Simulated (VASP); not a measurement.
A run of VASP 6.6.1:

The input INCAR:

```
SYSTEM = Na
  PREC = Accurate
  ENCUT = 520
  EDIFF = 1E-6
  ISMEAR = -1
  SIGMA = 0.1
  LREAL = .False.
  LASPH = .True.
  NELM = 80
  ALGO = Normal
  ISIF = 2
  LWAVE = .False.
  LCHARG = .False.
  NBANDS = 10
```

The input KPOINTS:

```
Automatic mesh
0
Gamma
  11 11 11
  0 0 0
```

The input POSCAR:

```
Na
1.0
   -2.0287155323      2.0287155323      2.0287155323
    2.0287155323     -2.0287155323      2.0287155323
    2.0287155323      2.0287155323     -2.0287155323
Na
1
Direct
    0.0000000000      0.0000000000      0.0000000000
```

Potentials or basis: VASP PAW LDA potentials, release 64 (Na_pv).

Launch:

```console
$ cat potpaw_LDA.64/Na_pv/POTCAR > POTCAR
$ mpirun -np 1 vasp_std > vasp.out
```

Hardware: 1 thread of Intel(R) Xeon(R) Platinum 8259CL CPU @ 2.50GHz (Skylake/Cascade Lake), on a shared host.

**Question.** How long does it take, and how much memory?

**Answer.** Run time: 16 s on 1 thread of Intel(R) Xeon(R) Platinum 8259CL CPU @ 2.50GHz (Skylake/Cascade Lake), on a shared host, peak memory 0.14 GiB. Counts: scf iterations 9, k points 56.
